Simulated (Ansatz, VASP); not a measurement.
Two plane-wave programs on N

```
N
1.0
     3.81952    0.00000    0.00000
    -1.90976    3.14281    0.00000
     0.00000    0.00000    5.89000
N
2
Cartesian
  0.0000 2.0952 1.4725
  1.9098 1.0476 4.4175
```

Change from the starting cell: strain +0.0525 x Voigt [1, 0, 0, 0, 0, 0], atoms carried along.

Alike in both runs: task single point; functional r2SCAN; k mesh 6 × 6 × 4; occupations gaussian, width 0.05 eV; collinear spin.

|  | VASP | Ansatz |
| --- | --- | --- |
| version | VASP 6.6.1 | Ansatz 0.2.0 |
| potentials or method | VASP PAW PBE potentials, release 64 (N), cutoff 520 eV | scalar-relativistic, plane waves, PAW |
| valence electrons in the cell | 10 | 10 |

Ansatz gave:

| Item | Value |
| --- | --- |
| gap on the k mesh at the Fermi level (eV) | 4.05 |
| least direct gap on the mesh (eV) | 4.05 |
| pressure (GPa) | 0.2 |
| traceless stress, the component that is largest in VASP (GPa) | -0.07 |
| net moment per atom (μB) | 3.00 |
| size of the moment on the site where the two differ most (μB) | 2.91 |

Task: Which values does VASP return?

Result: gap on the k mesh at the Fermi level (eV): 4.06; least direct gap on the mesh (eV): 4.06; pressure (GPa): 0.1; traceless stress, the component that is largest in VASP (GPa): -0.07; net moment per atom (μB): 3.00; size of the moment on the site where the two differ most (μB): 1.99.

VASP's potentials were made for PBE, not for r2SCAN. Site moments also hang on the region over which each program counts them. Ansatz's warnings: stability check not made.
